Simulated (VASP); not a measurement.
# As2Se (I4_1/amd) in VASP: a series of runs

Runs on As2Se. Level: r2SCAN. Tasks: single point, relaxation of shape and atoms at fixed volume.

Program: VASP 6.6.1. These are calculated values, not measurements. Logs are shortened: lines on timing, memory, paths and dates and some standing lists are left out, and cuts for length are marked.

### Step 1. The cell of the first run

It takes space group I4_1/amd (No. 141, tetragonal). The conventional cell has a = 7.028 Å, b = 7.028 Å, c = 5.244 Å, α = 90.00°, β = 90.00°, γ = 90.00°. Within 3.8 Å of As (site symmetry 2/m) lie 4 Se at 2.64 to 3.72 Å and 6 As at 2.81 to 3.51 Å. Se (site symmetry -4m2) has 4 As at 2.64 Å within 3.5 Å.

### Step 2. Single point, r2SCAN

File POSCAR:

```
As2Se
1.0
   -3.5142117065      3.5142117065      2.6218479613
    3.5142117065     -3.5142117065      2.6218479613
    3.5142117065      3.5142117065     -2.6218479613
As Se
4 2
Direct
    0.8750000000      0.1250000000      0.7500000000
    0.3750000000      0.1250000000      0.2500000000
    0.8750000000      0.6250000000      0.7500000000
    0.8750000000      0.1250000000      0.2500000000
    0.5000000000      0.5000000000      0.0000000000
    0.2500000000      0.7500000000      0.5000000000
```

File INCAR.step1:

```
PREC = Accurate ; ENCUT = 520
ISMEAR = 0 ; SIGMA = 0.1
LREAL = F ; LASPH = T
NELM = 80 ; NBANDS = 25
GGA = PE ; ALGO = Normal
EDIFF = 1E-4 ; LWAVE = T
LCHARG = F
```

File INCAR.step2:

```
PREC = Accurate ; ENCUT = 520
EDIFF = 1E-6 ; ISMEAR = 0
SIGMA = 0.1 ; LREAL = F
LASPH = T ; NELM = 80
ALGO = Normal ; ISIF = 2
LWAVE = F ; LCHARG = F
METAGGA = R2SCAN ; LMIXTAU = T
NBANDS = 25 ; ISTART = 1
```

File KPOINTS:

```
regular mesh
0
Gamma
  8 8 8
```

Potentials or basis: VASP PAW PBE potentials, release 64 (As, Se).

Started as:

```bash
$ cat potpaw_PBE.64/As/POTCAR potpaw_PBE.64/Se/POTCAR > POTCAR
$ cp INCAR.step1 INCAR
$ mpirun -np 1 vasp_std > vasp.out
$ cp INCAR.step2 INCAR
$ mpirun -np 1 vasp_std > vasp.out
```

OUTCAR:

```text
PREC = Accurate
   ENCUT = 520
   EDIFF = 1E-6
   ISMEAR = 0
   LREAL = F
   LASPH = T
   NELM = 80
   ISIF = 2
   METAGGA = R2SCAN
   ISTART = 1

 ion  position               nearest neighbor table
   1  0.875  0.125  0.750-   5 2.64   6 2.64   4 2.81   4 2.81   3 2.81   3 2.81
   2  0.375  0.125  0.250-   5 2.64   6 2.64   3 2.81   4 2.81   4 2.81   3 2.81
   3  0.875  0.625  0.750-   5 2.64   6 2.64   1 2.81   2 2.81   1 2.81   2 2.81
   4  0.875  0.125  0.250-   6 2.64   5 2.64   2 2.81   1 2.81   1 2.81   2 2.81
   5  0.500  0.500  0.000-   4 2.64   2 2.64   3 2.64   1 2.64
   6  0.250  0.750  0.500-   1 2.64   2 2.64   3 2.64   4 2.64

  LATTYP: Found a body centered tetragonal cell.
 ALAT       =     7.0284234130
 C/A-ratio  =     0.7460700095

  Lattice vectors:

 A1 = (  -3.5142117065,   3.5142117065,   2.6218479613)
 A2 = (   3.5142117065,  -3.5142117065,   2.6218479613)
 A3 = (   3.5142117065,   3.5142117065,  -2.6218479613)

Analysis of symmetry for initial positions (statically):
=====================================================================
 Subroutine PRICEL returns:
 Original cell was already a primitive cell.

 Routine SETGRP: Setting up the symmetry group for a
 body centered tetragonal supercell.

 Subroutine GETGRP returns: Found 16 space group operations
 (whereof  8 operations were pure point group operations)
 out of a pool of 16 trial point group operations.

The static configuration has the point symmetry D_2d.
 The point group associated with its full space group is D_4h.

Analysis of symmetry for dynamics (positions and initial velocities):
=====================================================================
 Subroutine PRICEL returns:
 Original cell was already a primitive cell.

 Routine SETGRP: Setting up the symmetry group for a
 body centered tetragonal supercell.

 Subroutine GETGRP returns: Found 16 space group operations
 (whereof  8 operations were pure point group operations)
 out of a pool of 16 trial point group operations.

The dynamic configuration has the point symmetry D_2d.
 The point group associated with its full space group is D_4h.

 Subroutine INISYM returns: Found 16 space group operations
 (whereof  8 operations are pure point group operations),
 and found     1 'primitive' translations

----------------------------------------------------------------------------------------

                                     Primitive cell

  volume of cell :     129.5160

  direct lattice vectors                    reciprocal lattice vectors
    -3.514211706  3.514211706  2.621847961     0.000000000  0.142279419  0.190705185
     3.514211706 -3.514211706  2.621847961     0.142279419  0.000000000  0.190705185
     3.514211706  3.514211706 -2.621847961     0.142279419  0.142279419  0.000000000

  length of vectors
     5.619026123  5.619026123  5.619026123     0.237932555  0.237932555  0.201213484

  position of ions in fractional coordinates (direct lattice)
     0.875000000  0.125000000  0.750000000
     0.375000000  0.125000000  0.250000000
     0.875000000  0.625000000  0.750000000
     0.875000000  0.125000000  0.250000000
     0.500000000  0.500000000  0.000000000
     0.250000000  0.750000000  0.500000000

  ion indices of the primitive-cell ions
   primitive index   ion index
                 1           1
                 2           2
                 3           3
                 4           4
                 5           5
                 6           6

----------------------------------------------------------------------------------------

 KPOINTS: regular mesh

Automatic generation of k-mesh.
 Grid dimensions read from file:
 generate k-points for:    8    8    8

 Generating k-lattice:

  Cartesian coordinates                     Fractional coordinates (reciprocal lattice)
     0.000000000  0.017784927  0.023838148     0.125000000 -0.000000000  0.000000000
     0.017784927  0.000000000  0.023838148    -0.000000000  0.125000000  0.000000000
     0.017784927  0.017784927  0.000000000     0.000000000  0.000000000  0.125000000

  Length of vectors
     0.029741569  0.029741569  0.025151686

  Shift w.r.t. Gamma in fractional coordinates (k-lattice)
     0.000000000  0.000000000  0.000000000

 Subroutine IBZKPT returns following result:
 ===========================================

 Found     59 irreducible k-points:

 Following reciprocal coordinates:
            Coordinates               Weight
  0.000000  0.000000  0.000000      1.000000
  0.125000  0.000000  0.000000      8.000000
  0.250000  0.000000  0.000000      8.000000
  0.375000  0.000000 -0.000000      8.000000
  0.500000  0.000000  0.000000      4.000000
  0.125000  0.125000  0.000000      8.000000
[... 16 lines left out ...]
  0.250000  0.125000  0.125000     16.000000
  0.375000  0.125000  0.125000      8.000000
 [... further k-points ...]
   k-points           NKPTS =     59   k-points in BZ     NKDIM =     59   number of bands    NBANDS=     25
   number of dos      NEDOS =    301   number of ions     NIONS =      6
   total plane-waves  NPLWV =  74088
   dimension x,y,z NGX =    42 NGY =   42 NGZ =   42
   dimension x,y,z NGXF=    84 NGYF=   84 NGZF=   84
   ions per type =               4   2
   NGX,Y,Z   is equivalent  to a cutoff of  12.43, 12.43, 12.43 a.u.
   NGXF,Y,Z  is equivalent  to a cutoff of  24.85, 24.85, 24.85 a.u.
 SYSTEM =  unknown system
   PREC   = accura    normal or accurate (medium, high low for compatibility)
   ISTART =      1    job   : 0-new  1-cont  2-samecut
   ICHARG =      0    charge: 1-file 2-atom 10-const
   ISPIN  =      1    spin polarized calculation?
   LNONCOLLINEAR =      F non collinear calculations
   LSORBIT =      F    spin-orbit coupling
   LASPH  =      T    aspherical Exc in radial PAW
   ENCUT  =  520.0 eV  38.22 Ry    6.18 a.u.  10.45 10.45 10.45*2*pi/ulx,y,z
   NELM   =     80;   NELMIN=  2; NELMDL=  0     # of ELM steps
   EDIFF  = 0.1E-05   stopping-criterion for ELM
   LREAL  =      F    real-space projection
   EDIFFG = 0.1E-04   stopping-criterion for IOM
   NSW    =      0    number of steps for IOM
   IBRION =     -1    ionic relax: 0-MD 1-quasi-New 2-CG
   NFREE  =      0    steps in history (QN), initial steepest desc. (CG)
   ISIF   =      2    stress and relaxation
   ISYM   =      2    0-nonsym 1-usesym 2-fastsym
   POTIM  = 0.5000    time-step for ionic-motion
   TEBEG  =    0.0;   TEEND  =   0.0 temperature during run
   PSTRESS=    0.0 pullay stress
   NELECT =      32.0000    total number of electrons
   NUPDOWN=      -1.0000    fix difference up-down
   EMIN   =  10.00;   EMAX   =-10.00  energy-range for DOS
   EFERMI =   0.00;   METHOD = LEGACY
   ISMEAR =     0;   SIGMA  =   0.10  broadening in eV -4-tet -1-fermi 0-gaus
   EFERMI_NEDOS =   21; number of points for ismear=-14 and -15
   IALGO  =     38    algorithm
   IMIX   =      4    mixing-type and parameters
     AMIX     =   0.40;   BMIX     =  1.00
     AMIX_MAG =   1.60;   BMIX_MAG =  1.00
  volume/ion in A,a.u.               =      21.59       145.67
  Fermi-wavevector in a.u.,A,eV,Ry     =   1.027268  1.941255 14.357947  1.055279
  Thomas-Fermi vector in A             =   2.161204
   LORBIT       =      0    0 simple, 1 ext, 2 COOP (PROOUT), +10 PAW based schemes
   METAGGA = R2SCAN    functional components
   LHFCALC =     F    Hartree Fock is set to
   AEXX    =    0.0000 exact exchange contribution
   IVDW    =     0    specifies the selected vdW correction
   LEPSILON=     F    determine dielectric tensor
   LRPA    =     F    only Hartree local field effects (RPA)
 non-spin polarized calculation
 Gauss-broadening in eV      SIGMA  =   0.10
  energy-cutoff  :      520.00
  volume of cell :      129.52
 maximum number of plane-waves:      3517
 NGX is ok and might be reduce to    42
   NGX = 21   NGY = 21   NGZ = 21

 number of electron      32.0000002 magnetization

 Free energy of the ion-electron system (eV)
  ---------------------------------------------------
  ext. energy  EPLUGINS =         0.00000000
  ---------------------------------------------------
  free energy    TOTEN  =       -86.72687085 eV

  energy without entropy =      -86.71659533  energy(sigma->0) =      -86.72173309

 E-fermi :   4.8697     XC(G=0): -10.4899

 val. band max:        4.8362478469   @ k =   0.5000   0.5000   0.0000
 cond. band min:       4.8730139120   @ k =   0.5000   0.5000   0.2500
 fundamental gap:      0.0367660651
 Fermi energy:         4.8696547176

 k-point     1 :       0.0000    0.0000    0.0000
  band No.  band energies     occupation
      1     -11.1116      2.00000
      2      -8.7823      2.00000
      3      -6.0765      2.00000
      4      -6.0765      2.00000
      5      -5.9938      2.00000
      6      -4.2419      2.00000
[... 17 lines left out ...]
     24      10.6738      0.00000
     25      11.4969      0.00000

 k-point     2 :       0.1250    0.0000    0.0000
  band No.  band energies     occupation
      1     -10.9985      2.00000
      2      -8.8493      2.00000
      3      -6.3570      2.00000
      4      -6.1132      2.00000
      5      -6.0353      2.00000
      6      -4.3651      2.00000
[... 17 lines left out ...]
     24      10.3038      0.00000
     25      11.8251      0.00000

 k-point     3 :       0.2500    0.0000    0.0000
  band No.  band energies     occupation
      1     -10.6662      2.00000
      2      -8.9945      2.00000
      3      -7.1583      2.00000
      4      -6.1969      2.00000
      5      -6.1774      2.00000
      6      -4.2248      2.00000
[... 552 lines left out ...]
 k-point    23 :       0.2500    0.1250    0.1250
  band No.  band energies     occupation
      1     -10.0291      2.00000
      2      -9.2338      2.00000
      3      -7.9844      2.00000
      4      -7.2961      2.00000
      5      -5.3402      2.00000
      6      -3.8516      2.00000
[... 17 lines left out ...]
     24       9.5993      0.00000
     25      11.2569      0.00000

 k-point    24 :       0.3750    0.1250    0.1250
  band No.  band energies     occupation
      1      -9.5741      2.00000
      2      -9.3960      2.00000
      3      -8.4328      2.00000
      4      -7.4512      2.00000
      5      -5.2891      2.00000
      6      -3.6371      2.00000
[... 17 lines left out ...]
     24       9.6036      0.00000
     25      11.3226      0.00000

 [... further k-points ...]
[... 5 lines left out ...]
  --------------------------------------------------------------------------------------
  -------------------------------------------------------------------------------------
  Total       -0.0478072     -0.0478072     -0.0717578      0.0000000      0.0000000      0.0000000
  in kB       -0.5913994     -0.5913994     -0.8876802      0.0000000      0.0000000      0.0000000
  external PRESSURE =      -0.6901596 kB  Pullay stress =       0.0000000 kB

 VOLUME and BASIS-vectors are now :
 -----------------------------------------------------------------------------
  energy-cutoff  :      520.00
  volume of cell :      129.52
      direct lattice vectors                 reciprocal lattice vectors
    -3.514211706  3.514211706  2.621847961     0.000000000  0.142279419  0.190705185
     3.514211706 -3.514211706  2.621847961     0.142279419  0.000000000  0.190705185
     3.514211706  3.514211706 -2.621847961     0.142279419  0.142279419  0.000000000

 POSITION                                       TOTAL-FORCE (eV/Angst)
 -----------------------------------------------------------------------------------
      0.00000      5.27132      0.65546         0.000000      0.000000      0.000000
     -0.00000      1.75711      0.65546         0.000000      0.000000      0.000000
      1.75711      3.51421      1.96639         0.000000      0.000000      0.000000
     -1.75711      3.51421      1.96639         0.000000      0.000000      0.000000
      0.00000      0.00000      2.62185         0.000000     -0.000000     -0.000000
      3.51421     -0.00000      1.31092        -0.000000      0.000000     -0.000000
 -----------------------------------------------------------------------------------
    total drift:                               -0.000000      0.000000     -0.000000

  FREE ENERGIE OF THE ION-ELECTRON SYSTEM (eV)
  ---------------------------------------------------
  free  energy   TOTEN  =       -86.7268708477 eV

  energy  without entropy=      -86.7165953270  energy(sigma->0) =      -86.72173309
```

Run time: 19 min. Hardware: 1 thread of Intel Xeon 8259CL, shared host; peak memory 0.39 GiB.

Results:

* Free energy: -86.7269 eV
* Pressure: -0.1 GPa
* Band gap on the k mesh: zero (bands 16 and 17 overlap by 0.50 eV)

Levels at points of the mesh, in eV from the Fermi level:
| k point | band 13 | band 14 | band 15 | band 16 | band 17 | band 18 | band 19 | band 20 |
| --- | --- | --- | --- | --- | --- | --- | --- | --- |
| (0.00, 0.00, 0.00) | -3.25 | -2.87 | -2.87 | -1.05 | 2.61 | 3.13 | 3.13 | 3.81 |
| (0.50, 0.00, 0.00) | -1.89 | -1.69 | -0.64 | -0.04 | 0.21 | 0.62 | 1.64 | 2.76 |
| (0.50, 0.50, 0.00) | -1.54 | -1.54 | -1.24 | -1.24 | -0.03 | -0.03 | 2.03 | 2.03 |
| (0.50, 0.50, 0.50) | -0.84 | -0.84 | -0.48 | -0.48 | 0.37 | 0.37 | 0.41 | 0.41 |

Caveat: the PAW data sets were made with another functional, which shifts forces and pressure a little.

### Step 3. Relaxation of shape and atoms at fixed volume, r2SCAN (22.88 Å³/atom)

This run uses another cell than the first one, of 22.88 Å³/atom.

Changes to POSCAR since step 2:

```diff
@@ -2,5 +2,5 @@
 1.0
-   -3.5142117065      3.5142117065      2.6218479613
-    3.5142117065     -3.5142117065      2.6218479613
-    3.5142117065      3.5142117065     -2.6218479613
+   -3.5925310312      3.5925310312      2.6593050310
+    3.5925310312     -3.5925310312      2.6593050310
+    3.5925310312      3.5925310312     -2.6593050310
 As Se
```

File INCAR.step1:

```
SYSTEM = As2Se
ALGO = Normal ; EDIFF = 1E-4
ENCUT = 600 ; GGA = PE
ISMEAR = 0 ; LASPH = .TRUE.
LCHARG = .FALSE. ; LREAL = .FALSE.
LWAVE = .TRUE. ; NELM = 80
PREC = Accurate ; SIGMA = 0.1
```

File INCAR.step2:

```
SYSTEM = As2Se
ALGO = Normal ; EDIFF = 1E-6
EDIFFG = -0.01 ; ENCUT = 600
IBRION = 2 ; ISIF = 4
ISMEAR = 0 ; ISTART = 1
LASPH = .TRUE. ; LCHARG = .FALSE.
LMIXTAU = .TRUE. ; LREAL = .FALSE.
LWAVE = .FALSE. ; METAGGA = R2SCAN
NELM = 80 ; NSW = 50
PREC = Accurate ; SIGMA = 0.1
```

File KPOINTS:

```
k-points
0
G
  8 8 8
  0 0 0
```

Potentials or basis: VASP PAW PBE potentials, release 64 (As, Se).

Started as:

```bash
$ cat potpaw_PBE.64/As/POTCAR potpaw_PBE.64/Se/POTCAR > POTCAR
$ cp INCAR.step1 INCAR
$ mpirun -np 1 vasp_std > vasp.out
$ cp INCAR.step2 INCAR
$ mpirun -np 1 vasp_std > vasp.out
```

Wall time 40 min (1 thread of Oxide Virtual Turin-like, shared host); peak memory 0.45 GiB.

The run converged. Its results:

```yaml
Free_energy: -86.6293 eV
Energy_gained_by_relaxing: 0.2 meV/atom
Ionic_steps: 3
Pressure_after_relaxing: -3.9 GPa
Band_gap_on_the_k_mesh: zero (bands 16 and 17 overlap by 0.47 eV)
```

Step by step:
```tsv
step	energy change (eV)	largest force (eV/Å)	pressure (GPa)	volume (Å³)
1	0.0000	0.0000	-3.97	137.29
2	-0.0011	0.0000	-3.90	137.29
3	-0.0014	0.0000	-3.87	137.29
```

Final structure:
```
CELL_PARAMETERS angstrom
-3.60093 3.60093 2.64691
3.60093 -3.60093 2.64691
3.60093 3.60093 -2.64691
ATOMIC_POSITIONS crystal
As 0.87500 0.12500 0.75000
As 0.37500 0.12500 0.25000
As 0.87500 0.62500 0.75000
As 0.87500 0.12500 0.25000
Se 0.50000 0.50000 0.00000
Se 0.25000 0.75000 0.50000
```

Levels at points of the mesh, in eV from the Fermi level:
```csv
k point,band 14,band 15,band 16,band 17,band 18,band 19
"(0.00, 0.00, 0.00)",-2.58,-2.58,-1.11,2.43,2.99,2.99
"(0.50, 0.00, 0.00)",-1.58,-0.56,0.04,0.22,0.63,1.53
"(0.50, 0.50, 0.00)",-1.39,-1.14,-1.14,-0.02,-0.02,1.98
"(0.50, 0.50, 0.50)",-0.71,-0.43,-0.43,0.25,0.25,0.33
```

Caveat: the PAW data sets were made with another functional, which shifts forces and pressure a little.

### Step 4. Relaxation of shape and atoms at fixed volume, r2SCAN (20.94 Å³/atom)

This run uses another cell than the first one, of 20.94 Å³/atom.

Changes to POSCAR since step 3:

```diff
@@ -2,5 +2,5 @@
 1.0
-   -3.5925310312      3.5925310312      2.6593050310
-    3.5925310312     -3.5925310312      2.6593050310
-    3.5925310312      3.5925310312     -2.6593050310
+   -3.4787121932      3.4787121932      2.5953628363
+    3.4787121932     -3.4787121932      2.5953628363
+    3.4787121932      3.4787121932     -2.5953628363
 As Se
```

File INCAR.step1:

```
SYSTEM = As2Se
PREC = Accurate
ENCUT = 600
ISMEAR = 0
SIGMA = 0.1
LREAL = .False.
LASPH = .True.
NELM = 80
GGA = PE
ALGO = Normal
EDIFF = 1E-4
LWAVE = .True.
LCHARG = .False.
```

File INCAR.step2:

```
SYSTEM = As2Se
PREC = Accurate
ENCUT = 600
EDIFF = 1E-6
ISMEAR = 0
SIGMA = 0.1
LREAL = .False.
LASPH = .True.
NELM = 80
ALGO = Normal
ISIF = 4
LWAVE = .False.
LCHARG = .False.
METAGGA = R2SCAN
LMIXTAU = .True.
IBRION = 2
NSW = 50
EDIFFG = -0.01
ISTART = 1
```

File KPOINTS:

```
regular mesh
0
Gamma
  8 8 8
  0 0 0
```

Started as:

```bash
$ cat potpaw_PBE.64/As/POTCAR potpaw_PBE.64/Se/POTCAR > POTCAR
$ cp INCAR.step1 INCAR
$ mpirun -np 1 vasp_std > vasp.out
$ cp INCAR.step2 INCAR
$ mpirun -np 1 vasp_std > vasp.out
```

Run time: 39 min. Hardware: 1 thread of Oxide Virtual Turin-like, shared host; peak memory 0.44 GiB.

It converged, with:

```
Free energy               : -86.7017 eV
Energy gained by relaxing : 0.3 meV/atom
Ionic steps               : 3
Pressure after relaxing   : 2.3 GPa
Band gap on the k mesh    : zero (bands 16 and 17 overlap by 0.49 eV)
```

The path:
```
step  energy change (eV)  largest force (eV/Å)  pressure (GPa)  volume (Å³)
   1              0.0000                0.0000            2.47       125.63
   2             -0.0013                0.0000            2.38       125.63
   3             -0.0016                0.0000            2.31       125.63
```

Final structure:
```
As Se
1.0
    -3.46876    3.46876    2.61028
     3.46876   -3.46876    2.61028
     3.46876    3.46876   -2.61028
As Se
4 2
Cartesian
  0.0000 5.2031 0.6526
  0.0000 1.7344 0.6526
  1.7344 3.4688 1.9577
  -1.7344 3.4688 1.9577
  0.0000 0.0000 2.6103
  3.4688 0.0000 1.3051
```

Levels at points of the mesh, in eV from the Fermi level:
```
           k point  band 12  band 13  band 14  band 15  band 16  band 17  band 18  band 19  band 20
(0.00, 0.00, 0.00)    -3.32    -3.32    -3.03    -3.03    -1.00     2.69     3.21     3.21     3.72
(0.50, 0.00, 0.00)    -2.82    -1.94    -1.74    -0.68    -0.08     0.20     0.60     1.71     2.72
(0.50, 0.50, 0.00)    -2.58    -1.63    -1.63    -1.29    -1.29    -0.04    -0.04     2.05     2.05
(0.50, 0.50, 0.50)    -2.64    -0.92    -0.92    -0.50    -0.50     0.39     0.39     0.52     0.52
```

Caveat: the PAW data sets were made with another functional, which shifts forces and pressure a little.

### Step 5. Summary

| task | cell | cutoff (eV) | gap on the mesh (eV) | pressure (GPa) |
| --- | --- | --- | --- | --- |
| single point | a = 5.619 Å, angles 102.6, 102.6, 124.4°, 6 atoms | 520 | none | -0.1 |
| relaxation of shape and atoms at fixed volume | relaxed from a = 5.734 Å, angles 102.4, 102.4, 124.7°, 6 atoms | 600 | none | -3.9 |
| relaxation of shape and atoms at fixed volume | relaxed from a = 5.562 Å, angles 102.6, 102.6, 124.4°, 6 atoms | 600 | none | 2.3 |

Alike in all rows: level r2SCAN; potentials or basis VASP PAW PBE potentials, release 64 (As, Se); no spin polarisation; k mesh 8 × 8 × 8; smearing gaussian 0.1 eV.

Caveats: the PAW data sets were made with another functional, which shifts forces and pressure a little.

Total energies depend on the potentials used, so only differences within one code and one set of settings carry meaning.
